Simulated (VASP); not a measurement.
WC, 2 atoms in the cell. Symmetry: P-6m2, No. 187, hexagonal system. The conventional cell has a = 2.901 Å, b = 2.901 Å, c = 2.828 Å, α = 90.00°, β = 90.00°, γ = 120.00°. Within 3.0 Å of W (site symmetry -6m2) lie 6 C at 2.19 Å and 8 W at 2.83 to 2.90 Å. C (site symmetry -6m2) has 6 W at 2.19 Å and 8 C at 2.83 to 2.90 Å within 3.0 Å. 

| Property | Result |
| --- | --- |
| Program | VASP 6.6.1 |
| Task | single point |
| Functional | PBE |
| Potentials or basis | VASP PAW PBE potentials, release 64 (W_sv, C_h) |
| Cutoff | 1300 eV |
| k mesh | 10 × 10 × 8 |
| Occupations | fermi-dirac, width 0.05 eV |
| Spin | no spin polarisation |
| Dipole correction | no |
| Further INCAR settings | ALGO = Normal; EDIFF = 1e-06; NBANDS = 16 |

Potentials or basis: VASP PAW PBE potentials, release 64 (W_sv, C_h).

Command:

```sh
$ cat potpaw_PBE.64/W_sv/POTCAR potpaw_PBE.64/C_h/POTCAR > POTCAR
$ mpirun -np 1 vasp_std > vasp.out
```

Hardware: 1 thread of Intel(R) Xeon(R) Platinum 8259CL CPU @ 2.50GHz (Skylake/Cascade Lake), with other jobs on the host.

Question: How long does it take, and how much memory?

Answer: It took 54 s on 1 thread of Intel(R) Xeon(R) Platinum 8259CL CPU @ 2.50GHz (Skylake/Cascade Lake), on a shared host, peak memory 0.28 GiB. Counts: scf iterations 13, k points 70.
